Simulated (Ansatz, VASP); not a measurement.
Y: VASP beside Ansatz

```
Y
1.0
     3.49144    0.00000    0.00000
    -1.74572    3.02367    0.00000
     0.00000    0.00000    5.45016
Y
2
Direct
  0.33333 0.66667 0.25000
  0.66667 0.33333 0.75000
```

Alike in both runs: task single point; functional LDA; k mesh 17 × 17 × 10; occupations fermi-dirac, width 0.1 eV; no spin polarisation.

|  | VASP | Ansatz |
| --- | --- | --- |
| version | VASP 6.6.1 | Ansatz 0.2.0 |
| potentials or method | VASP PAW LDA potentials, release 64 (Y_sv), cutoff 520 eV | plane waves (420 eV) with PAW, scalar-relativistic |
| valence electrons in the cell | 22 | 22 |

Ansatz gave:

| Property | Result |
| --- | --- |
| pressure (GPa) | 2.0 |
| traceless stress, the component that is largest in VASP (GPa) | 0.17 |

Question: What did VASP give for the same quantities?

Answer: Pressure (GPa): 1.8; traceless stress, the component that is largest in VASP (GPa): 0.19.

Ansatz warns that its potentials were made for another functional, while VASP's fit it. LDA's correlation is that of Perdew and Zunger in VASP and of Perdew and Wang (1992) in Ansatz.
